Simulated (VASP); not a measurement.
Input of a VASP 6.6.1 run:

The input POSCAR:

```
MgB2
1.0
    3.0721480083      0.0000000000      0.0000000000
   -1.5360740041      2.6605582194      0.0000000000
    0.0000000000      0.0000000000      3.4993583942
Mg B
1 2
Direct
    0.0000000000      0.0000000000      0.0000000000
    0.3333333333      0.6666666667      0.5000000000
    0.6666666667      0.3333333333      0.5000000000
```

Contents of INCAR.step1:

```
PREC     = Accurate       # precision mode
ENCUT    = 750            # plane-wave cutoff, eV
ISMEAR   = 0              # smearing method
SIGMA    = 0.05           # smearing width, eV
LREAL    = False          # projectors in reciprocal space
LASPH    = True           # aspherical terms in the spheres
NELM     = 120            # most SCF steps
NBANDS   = 15             # bands
GGA      = PE             # functional
ALGO     = Normal         # electronic algorithm
EDIFF    = 1E-5           # SCF threshold, eV
LWAVE    = True           # write WAVECAR
LCHARG   = False          # write CHGCAR
GGA_COMPAT= False
```

The input INCAR.step2:

```
PREC     = Accurate       # precision mode
ENCUT    = 750            # plane-wave cutoff, eV
EDIFF    = 1E-6           # SCF threshold, eV
ISMEAR   = 0              # smearing method
SIGMA    = 0.05           # smearing width, eV
LREAL    = False          # projectors in reciprocal space
LASPH    = True           # aspherical terms in the spheres
NELM     = 120            # most SCF steps
ALGO     = Normal         # electronic algorithm
ISIF     = 2              # what is computed and relaxed
LWAVE    = False          # write WAVECAR
LCHARG   = False          # write CHGCAR
METAGGA  = R2SCAN         # meta-GGA
LMIXTAU  = True         
NBANDS   = 15             # bands
ISTART   = 1            
GGA_COMPAT= False
```

Contents of KPOINTS:

```
regular mesh
0
Gamma
  12 12 10
```

Potentials or basis: VASP PAW PBE potentials, release 64 (Mg_sv, B).

Launch:

```bash
$ cat potpaw_PBE.64/Mg_sv/POTCAR potpaw_PBE.64/B/POTCAR > POTCAR
$ cp INCAR.step1 INCAR
$ mpirun -np 1 vasp_std > vasp.out
$ cp INCAR.step2 INCAR
$ mpirun -np 1 vasp_std > vasp.out
```

**Question.** Estimate the pressure.

**Answer.** -0.2 GPa.

**Question.** Predict the band gap on the k mesh.

**Answer.** Zero (bands 8 and 9 overlap by 4.04 eV).

Stress tensor (GPa, compression positive):
```
-0.26  0.00  0.00
 0.00 -0.26  0.00
 0.00  0.00 -0.01
```

Caveat: the PAW data sets were made with another functional, which shifts forces and pressure a little.
